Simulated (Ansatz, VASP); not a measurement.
Cu3N: VASP beside Ansatz

Contents of INCAR:

```
SYSTEM = Cu3N
  PREC = Accurate
  ENCUT = 600
  EDIFF = 1E-7
  ISMEAR = -1
  SIGMA = 0.05
  LREAL = .FALSE.
  LASPH = .TRUE.
  NELM = 120
  ALGO = Normal
  ISIF = 3
  LWAVE = .FALSE.
  LCHARG = .FALSE.
  GGA = PE
  IBRION = 2
  NSW = 80
  EDIFFG = -0.01
  GGA_COMPAT = .FALSE.
  NELMIN = 4
```

KPOINTS

```
regular mesh
0
G
  6 6 6
  0 0 0
```

POSCAR

```
Cu3N
1.0
    3.8070000000      0.0000000000      0.0000000000
    0.0000000000      3.8070000000      0.0000000000
    0.0000000000      0.0000000000      3.8070000000
Cu N
3 1
Direct
    0.5000000000      0.0000000000      0.0000000000
    0.0000000000      0.5000000000      0.0000000000
    0.0000000000      0.0000000000      0.5000000000
    0.0000000000      0.0000000000      0.0000000000
```

Input for Ansatz:

```yaml
crystal:
  lattice:
    - [3.807, 0.0, 0.0]
    - [0.0, 3.807, 0.0]
    - [0.0, 0.0, 3.807]
  atoms:
    - { symbol: Cu, position: [0.5, 0.0, 0.0] }
    - { symbol: Cu, position: [0.0, 0.5, 0.0] }
    - { symbol: Cu, position: [0.0, 0.0, 0.5] }
    - { symbol: "N", position: [0.0, 0.0, 0.0] }
kpoints:
  mp_grid:
    grid: [6, 6, 6]
    shift: [0.0, 0.0, 0.0]
hamiltonian:
  xc: pbe
  dispersion: none
scf:
  occupations:
    method: fermi_dirac
    width: 0.05
relax:
  f_tol: 0.01
  cell: {}
```

Alike in both runs: task relaxation of cell and atoms; functional PBE; k mesh 6 × 6 × 6; occupations fermi-dirac, width 0.05 eV; no spin polarisation.

```csv
,VASP,Ansatz
version,VASP 6.6.1,Ansatz 0.2.0
potentials or method,"VASP PAW PBE potentials, release 64 (Cu, N)","plane waves, PAW"
plane-wave cutoff (eV),600,420
valence electrons in the cell,38,62
```

Ansatz gave:

* relaxed volume (Å³/atom): 14.03
* relaxed length of the cell vector where the two differ most in proportion (Å): 3.829

Which values does VASP return?

Relaxed volume (Å³/atom): 14.10; relaxed length of the cell vector where the two differ most in proportion (Å): 3.835.

VASP's potentials hold 38 valence electrons a cell and Ansatz's 62, so a difference there can come from the potentials and not from the codes.
